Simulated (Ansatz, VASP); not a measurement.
# BAs: VASP beside Ansatz

The input INCAR:

```
SYSTEM = BAs
PREC     = Accurate       ! precision mode
ENCUT    = 520            ! plane-wave cutoff, eV
EDIFF    = 1E-8           ! SCF threshold, eV
ISMEAR   = -1             ! smearing method
SIGMA    = 0.05           ! smearing width, eV
LREAL    = .FALSE.        ! projectors in reciprocal space
LASPH    = .TRUE.         ! aspherical terms in the spheres
NELM     = 80             ! most SCF steps
ALGO     = Normal         ! electronic algorithm
ISIF     = 2              ! what is computed and relaxed
LWAVE    = .FALSE.        ! write WAVECAR
LCHARG   = .FALSE.        ! write CHGCAR
LEFG     = .TRUE.       
NBANDS   = 11             ! bands
```

Contents of KPOINTS:

```
regular mesh
0
G
  13 13 13
  0 0 0
```

POSCAR

```
BAs
1.0
    0.0000000000      2.3805116460      2.3805116460
    2.3805116460      0.0000000000      2.3805116460
    2.3805116460      2.3805116460      0.0000000000
B As
1 1
Direct
    0.0000000000      0.0000000000      0.0000000000
    0.7500000000      0.7500000000      0.7500000000
```

Input for Ansatz:

```yaml
crystal:
  lattice:
    - [0.0, 2.380511646, 2.380511646]
    - [2.380511646, 0.0, 2.380511646]
    - [2.380511646, 2.380511646, 0.0]
  atoms:
    - { symbol: B, position: [0.0, 0.0, 0.0] }
    - { symbol: As, position: [0.75, 0.75, 0.75] }
kpoints:
  mp_grid: { grid: [13, 13, 13] }
scf:
  occupations: { method: fermi_dirac, width: 0.05 }
hamiltonian:
  xc: lda
  pseudopotentials: { kind: all_electron, datasets: crystal }
output:
  forces: true
  stress: true
  eigenvalues: true
  efg: { contact_densities: true }
```

Change from the starting cell: volume scaled by 0.99, crystal datasets.

Alike in both runs: task electric field gradients; functional LDA; k mesh 13 × 13 × 13; occupations fermi-dirac, width 0.05 eV; no spin polarisation.

|  | VASP | Ansatz |
| --- | --- | --- |
| version | VASP 6.6.1 | Ansatz 0.2.0 |
| potentials or method | VASP PAW LDA potentials, release 64 (B, As), cutoff 520 eV | all-electron PAW with datasets made for the crystal, scalar-relativistic |

|  | VASP | Ansatz | Ansatz less VASP |
| --- | --- | --- | --- |
| pressure (GPa) | -1.7 | -2.6 | -0.88 |

LDA's correlation is that of Perdew and Zunger in VASP and of Perdew and Wang (1992) in Ansatz. Ansatz ran all-electron here, and VASP with PAW potentials.
